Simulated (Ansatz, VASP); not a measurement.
One calculation of InP, two programs

```
In P
1.0
     0.00000    2.91099    2.91099
     2.91099    0.00000    2.91099
     2.91099    2.91099    0.00000
In P
1 1
Direct
  0.00000 0.00000 0.00000
  0.50000 0.50000 0.50000
```

Change from the starting cell: volume scaled by 1.06.

Alike in both runs: task single point; functional LDA; k mesh 11 × 11 × 11; occupations fermi-dirac, width 0.05 eV; no spin polarisation.

|  | VASP | Ansatz |
| --- | --- | --- |
| version | VASP 6.6.1 | Ansatz 0.2.0 |
| potentials or method | VASP PAW LDA potentials, release 64 (In_d, P), cutoff 520 eV | all-electron LAPW, scalar-relativistic |

VASP gave:

| Item | Value |
| --- | --- |
| pressure (GPa) | -11.5 |

Question: Which values does Ansatz return?

Answer: Pressure (GPa): -11.4.

LDA's correlation is that of Perdew and Zunger in VASP and of Perdew and Wang (1992) in Ansatz. Ansatz ran all-electron here, and VASP with PAW potentials.
